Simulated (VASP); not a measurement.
**Sc: single point with r2SCAN**

Crystal: Sc.

```
CELL_PARAMETERS angstrom
2.84834 0.00000 0.00000
0.00000 2.84834 0.00000
0.00000 0.00000 2.84834
ATOMIC_POSITIONS crystal
Sc 0.00000 0.00000 0.00000
```

This cell differs from its parent crystal: volume scaled by 0.88.

```yaml
Program: VASP 6.6.1
Task: single point
Functional: r2SCAN
Potentials_or_basis: VASP PAW PBE potentials, release 64 (Sc_sv)
Cutoff: 520 eV
k_mesh: 17 × 17 × 17
Occupations: fermi-dirac, width 0.05 eV
Spin: collinear spin, ferromagnetic start
Starting_moments: "[0.67] μB"
Dipole_correction: no
Further_INCAR_settings: ALGO = Normal; EDIFF = 1e-06; NBANDS = 16
```

```yaml
Pressure: 5.9 GPa
Net_moment: 0.91 μB per cell
Site_moments: Sc +0.73 μB
Valence_electrons_inside_the_program's_atomic_spheres: Sc 9.56
```

Levels at points of the mesh, in eV from the Fermi level:
Spin up:
```csv
k point,band 2,band 3,band 4,band 5,band 6,band 7,band 8,band 9,band 10,band 11
"(0.00, 0.00, 0.00)",-29.02,-29.02,-29.02,-5.79,-1.20,-1.20,4.59,4.59,4.59,13.91
```
Spin down:
```csv
k point,band 1,band 2,band 3,band 4,band 5,band 6,band 7,band 8,band 9,band 10
"(0.00, 0.00, 0.00)",-51.05,-28.37,-28.37,-28.37,-5.13,0.48,0.48,4.95,4.95,4.95
```

It took 3 min on 1 thread of Intel Xeon 6975P-C, on a shared host, peak memory 0.22 GiB.

Caveat: the PAW data sets were made with another functional, which shifts forces and pressure a little.
